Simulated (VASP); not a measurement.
# MoP in VASP: relaxation of the atoms with PBEsol

Aim: the relaxation of the atoms of MoP with PBEsol.

Everything below comes from runs of VASP 6.6.1. Logs are shortened: lines on timing, memory, paths and dates and some standing lists are left out, and cuts for length are marked.

## Step 1: The cell of the first run

The cell holds a slab with vacuum, 6 atoms: a = 3.174 Å, b = 3.206 Å, c = 23.479 Å, α = 90.00°, β = 90.00°, γ = 90.00°.

## Step 2: Relaxation of the atoms, PBEsol

File INCAR:

```
  ALGO = Fast
  DIPOL = 0.5 0.5 0.500
  EDIFF = 1E-6
  EDIFFG = -0.03
  ENCUT = 520
  GGA = PS
  IBRION = 2
  IDIPOL = 3
  ISIF = 2
  ISMEAR = 0
  LASPH = T
  LCHARG = F
  LDIPOL = T
  LREAL = F
  LWAVE = F
  NELM = 60
  NSW = 90
  PREC = Accurate
  SIGMA = 0.1
```

File KPOINTS:

```
k-points
0
Gamma
  9 9 1
```

File POSCAR:

```
MoP
1.0
    3.1741350970      0.0000000000      0.0000000000
    0.0000000000      3.2062346799      0.0000000000
    0.0000000000      0.0000000000     23.4789215943
Mo P
3 3
Selective dynamics
Direct
    0.0000000000      0.5000000000      0.3620268489  F F F
    0.0000000000      0.0000000000      0.4802895498  F F F
    0.0000000000      0.5000000000      0.5985522508  T T T
    0.5000000000      0.0000000000      0.4014477492  F F F
    0.5000000000      0.5000000000      0.5197104502  T T T
    0.5000000000      0.0000000000      0.6379731511  T T T
```

Potentials or basis: VASP PAW PBE potentials, release 64 (Mo_sv, P).

The run is started by

```console
$ cat potpaw_PBE.64/Mo_sv/POTCAR potpaw_PBE.64/P/POTCAR > POTCAR
$ mpirun -np 1 vasp_std > vasp.out
```

OUTCAR:

```text
EDIFF = 1E-6
   EDIFFG = -0.03
   ENCUT = 520
   GGA = PS
   IBRION = 2
   ISIF = 2
   ISMEAR = 0
   LASPH = T
   LREAL = F
   NELM = 60
   NSW = 90
   PREC = Accurate

 ion  position               nearest neighbor table
   1  0.000  0.500  0.362-   4 2.44   4 2.44   4 2.44   4 2.44   2 3.21   2 3.21
   2  0.000  0.000  0.480-   4 2.44   4 2.44   5 2.44   5 2.44   5 2.44   5 2.44   1 3.21   1 3.21
                             3 3.21   3 3.21
   3  0.000  0.500  0.599-   5 2.44   5 2.44   6 2.44   6 2.44   6 2.44   6 2.44   2 3.21   2 3.21

   4  0.500  0.000  0.401-   2 2.44   2 2.44   1 2.44   1 2.44   1 2.44   1 2.44
   5  0.500  0.500  0.520-   3 2.44   3 2.44   2 2.44   2 2.44   2 2.44   2 2.44
   6  0.500  0.000  0.638-   3 2.44   3 2.44   3 2.44   3 2.44

  LATTYP: Found a simple orthorhombic cell.
 ALAT       =     3.1741350970
 B/A-ratio  =     1.0101128597
 C/A-ratio  =     7.3969509415

  Lattice vectors:

 A1 = (   3.1741350970,   0.0000000000,   0.0000000000)
 A2 = (   0.0000000000,   3.2062346799,   0.0000000000)
 A3 = (   0.0000000000,   0.0000000000,  23.4789215943)

Analysis of symmetry for initial positions (statically):
=====================================================================
 Subroutine PRICEL returns:
 Original cell was already a primitive cell.

 Routine SETGRP: Setting up the symmetry group for a
 simple orthorhombic supercell.

 Subroutine GETGRP returns: Found  4 space group operations
 (whereof  4 operations were pure point group operations)
 out of a pool of  8 trial point group operations.

The static configuration has the point symmetry C_2v.

Analysis of symmetry for dynamics (positions and initial velocities):
=====================================================================
 Subroutine PRICEL returns:
 Original cell was already a primitive cell.

 Routine SETGRP: Setting up the symmetry group for a
 simple orthorhombic supercell.

 Subroutine GETGRP returns: Found  4 space group operations
 (whereof  4 operations were pure point group operations)
 out of a pool of  8 trial point group operations.

The dynamic configuration has the point symmetry C_2v.

Analysis of constrained symmetry for selective dynamics:
=====================================================================
 Subroutine PRICEL returns:
 Original cell was already a primitive cell.

 Routine SETGRP: Setting up the symmetry group for a
 simple orthorhombic supercell.
[... 141 lines left out ...]
   LEPSILON=     F    determine dielectric tensor
   LRPA    =     F    only Hartree local field effects (RPA)
 conjugate gradient relaxation of ions
 non-spin polarized calculation
 RMM-DIIS sequential band-by-band and
 Gauss-broadening in eV      SIGMA  =   0.10
  energy-cutoff  :      520.00
  volume of cell :      238.95
 maximum number of plane-waves:      6496
 NGX is ok and might be reduce to    24
   NGX = 11   NGY = 11   NGZ = 87

 dipolmoment           0.000000      0.000000     -0.004151 electrons x Angstroem

--------------------------------------- Ionic step        1  -------------------------------------------

 number of electron      57.0000006 magnetization

 Free energy of the ion-electron system (eV)
  ---------------------------------------------------
  ext. energy  EPLUGINS =         0.00000000
  ---------------------------------------------------
  free energy    TOTEN  =       -53.77799298 eV

  energy without entropy =      -53.75170592  energy(sigma->0) =      -53.76484945

------------------------ aborting loop because EDIFF is reached ----------------------------------------

  FORCE on cell =-STRESS in cart. coord.  units (eV):
  Direction    XX          YY          ZZ          XY          YZ          ZX
  --------------------------------------------------------------------------------------
  -------------------------------------------------------------------------------------
  Total       -3.3267612     -3.4984132     -2.0644209      0.0000000      0.0000000      0.0000000
  in kB      -22.3065988    -23.4575592    -13.8423544      0.0000000      0.0000000      0.0000000
  external PRESSURE =     -19.8688375 kB  Pullay stress =       0.0000000 kB
[... 101 lines left out ...]
  FREE ENERGIE OF THE ION-ELECTRON SYSTEM (eV)
  ---------------------------------------------------
  free  energy   TOTEN  =       -53.8270040714 eV

  energy  without entropy=      -53.8054500699  energy(sigma->0) =      -53.81622707

[... ionic steps 4 to 8 ...]

--------------------------------------- Ionic step        9  -------------------------------------------

 number of electron      57.0000007 magnetization

------------------------ aborting loop because EDIFF is reached ----------------------------------------
[... 75 lines left out ...]
--------------------------------------- Ionic step       11  -------------------------------------------

 number of electron      57.0000007 magnetization

 dipolmoment           0.000000      0.000000      0.048436 electrons x Angstroem

 Free energy of the ion-electron system (eV)
  ---------------------------------------------------
  ext. energy  EPLUGINS =         0.00000000
  ---------------------------------------------------
  free energy    TOTEN  =       -53.83347326 eV

  energy without entropy =      -53.81089699  energy(sigma->0) =      -53.82218512

 E-fermi :   1.0942     XC(G=0):  -5.3897

 val. band max:        1.0740683022   @ k =   0.1111   0.2222   0.0000
 cond. band min:       1.0966694265   @ k =   0.0000   0.4444   0.0000
 fundamental gap:      0.0226011243
 Fermi energy:         1.0942283548

 k-point     1 :       0.0000    0.0000    0.0000
  band No.  band energies     occupation
      1     -60.0186      2.00000
      2     -59.8917      2.00000
      3     -59.5871      2.00000
      4     -34.2701      2.00000
      5     -34.1452      2.00000
      6     -34.0612      2.00000
[... 877 lines left out ...]
     33       3.1200      0.00000
     34       3.9022      0.00000

 [... further k-points ...]

------------------------ aborting loop because EDIFF is reached ----------------------------------------

 vacuum level on the upper side and lower side of the slab       (xc-potential included)         0.403        -0.447

  FORCE on cell =-STRESS in cart. coord.  units (eV):
  Direction    XX          YY          ZZ          XY          YZ          ZX
  --------------------------------------------------------------------------------------
  -------------------------------------------------------------------------------------
  Total       -3.8423035     -4.8245260     -2.3859535      0.0000000      0.0000000      0.0000000
  in kB      -25.7634124    -32.3494107    -15.9982947      0.0000000      0.0000000      0.0000000
  external PRESSURE =     -24.7037059 kB  Pullay stress =       0.0000000 kB
[... 21 lines left out ...]
  FREE ENERGIE OF THE ION-ELECTRON SYSTEM (eV)
  ---------------------------------------------------
  free  energy   TOTEN  =       -53.8334732560 eV

  energy  without entropy=      -53.8108969912  energy(sigma->0) =      -53.82218512

 reached required accuracy - stopping structural energy minimisation

 vacuum level on the upper side and lower side of the slab         6.368         5.495
```

OSZICAR:

```text
N       E                     dE             d eps       ncg     rms          rms(c)
DAV:   1     0.466466001271E+03    0.46647E+03   -0.32765E+04  2252   0.143E+03
DAV:   2    -0.326480070530E+02   -0.49911E+03   -0.49176E+03  2020   0.375E+02
[... 127 lines left out ...]
DAV:   1    -0.538333871598E+02   -0.11687E-03   -0.25418E-02  1720   0.884E-01    0.627E-02
RMM:   2    -0.538334866890E+02   -0.99529E-04   -0.86074E-04  1625   0.168E-01    0.402E-02
RMM:   3    -0.538338440776E+02   -0.35739E-03   -0.32793E-04  1951   0.728E-02    0.113E-01
RMM:   4    -0.538334777892E+02    0.36629E-03   -0.13185E-04  1840   0.454E-02    0.212E-02
RMM:   5    -0.538334747815E+02    0.30077E-05   -0.43302E-05  1748   0.247E-02    0.166E-02
RMM:   6    -0.538334730033E+02    0.17783E-05   -0.10716E-05  1419   0.137E-02    0.317E-03
RMM:   7    -0.538334732560E+02   -0.25270E-06   -0.26569E-06  1096   0.586E-03
  11 F= -.53833473E+02 E0= -.53822185E+02  d E =-.842925E-04
```

CONTCAR:

```text
MoP
   1.00000000000000
     3.1741350970000002    0.0000000000000000    0.0000000000000000
     0.0000000000000000    3.2062346799000001    0.0000000000000000
     0.0000000000000000    0.0000000000000000   23.4789215943000009
  Mo              P
     3     3
Selective dynamics
Direct
     0.0000000000000000    0.5000000000000000    0.3620268489000011   F   F   F
     0.0000000000000000    0.0000000000000000    0.4802895497999984   F   F   F
     0.0000000000000000    0.5000000000000000    0.5972874019353193   T   T   T
     0.5000000000000000    0.0000000000000000    0.4014477492000026   F   F   F
     0.5000000000000000    0.5000000000000000    0.5203109097655723   T   T   T
     0.5000000000000000    0.0000000000000000    0.6414130906945019   T   T   T

  0.00000000E+00  0.00000000E+00  0.00000000E+00
  0.00000000E+00  0.00000000E+00  0.00000000E+00
  0.00000000E+00  0.00000000E+00  0.00000000E+00
  0.00000000E+00  0.00000000E+00  0.00000000E+00
  0.00000000E+00  0.00000000E+00  0.00000000E+00
  0.00000000E+00  0.00000000E+00  0.00000000E+00
```

Run time: 37 min. Hardware: 1 thread of Oxide Virtual Turin-like, shared host; peak memory 0.39 GiB.

Results:

| Quantity | Value |
| --- | --- |
| Free energy | -53.8335 eV |
| Energy gained by relaxing | 9.2 meV/atom |
| Ionic steps | 11 |
| Band gap on the k mesh | zero (an odd number of electrons rules out a gap without spin polarisation) |

The path:
| step | energy change (eV) | largest force on free atoms (eV/Å) | pressure (GPa) |
| --- | --- | --- | --- |
| 1 | 0.0000 | 1.1124 | -1.99 |
| 2 | -0.0487 | 0.3431 | -2.12 |
| 3 | -0.0490 | 0.2917 | -2.11 |
| 4 | -0.0535 | 0.0988 | -2.22 |
| 5 | -0.0539 | 0.0624 | -2.25 |
| 6 | -0.0543 | 0.0493 | -2.29 |
| 7 | -0.0552 | 0.0382 | -2.38 |
| 8 | -0.0550 | 0.1072 | -2.57 |
| 9 | -0.0554 | 0.0474 | -2.46 |
| 10 | -0.0553 | 0.0740 | -2.49 |
| 11 | -0.0555 | 0.0091 | -2.47 |

Final structure:
```
Mo P
1.0
     3.17414    0.00000    0.00000
     0.00000    3.20623    0.00000
     0.00000    0.00000   23.47892
Mo P
3 3
Cartesian
  0.0000 1.6031 8.5000
  0.0000 0.0000 11.2767
  0.0000 1.6031 14.0237
  1.5871 0.0000 9.4256
  1.5871 1.6031 12.2163
  1.5871 0.0000 15.0597
```

Caveat: the PAW data sets were made with another functional, which shifts forces and pressure a little.

The gap in the log of VASP goes by the Fermi energy; the results here count the filled bands.